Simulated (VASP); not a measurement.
Crystal: SnTe.

```
CELL_PARAMETERS angstrom
0.00000 3.15085 3.15085
3.15085 0.00000 3.15085
3.15085 3.15085 0.00000
ATOMIC_POSITIONS crystal
Sn 0.00000 0.00000 0.00000
Te 0.50000 0.50000 0.50000
```

* Program: VASP 6.6.1
* Task: relaxation of cell and atoms
* Functional: LDA
* Potentials or basis: VASP PAW LDA potentials, release 64 (Sn_d, Te)
* Cutoff: 600 eV
* k mesh: 10 × 10 × 10
* Occupations: gaussian, width 0.01 eV
* Spin: no spin polarisation

At the start: pressure -1.5 GPa; volume 31.28 Å³/atom.

Problem. Where does the relaxation end?

Solution. Over 3 steps the energy falls by 4.2 meV/atom and the volume is 30.36 Å³/atom (-2.9 %); space group Fm-3m (No. 225, to 0.05 Å).

Step by step:
| step | energy change (eV) | largest force (eV/Å) | pressure (GPa) | volume (Å³) |
| --- | --- | --- | --- | --- |
| 1 | 0.0000 | 0.0000 | -1.45 | 62.56 |
| 2 | -0.0072 | 0.0000 | 0.58 | 60.03 |
| 3 | -0.0085 | 0.0000 | 0.00 | 60.72 |

Final structure:
```xyz
2
Lattice="0.0000 3.1196 3.1196 3.1196 0.0000 3.1196 3.1196 3.1196 0.0000" Properties=species:S:1:pos:R:3 pbc="T T T"
Sn    0.0000    0.0000    0.0000
Te    3.1196    3.1196    3.1196
```
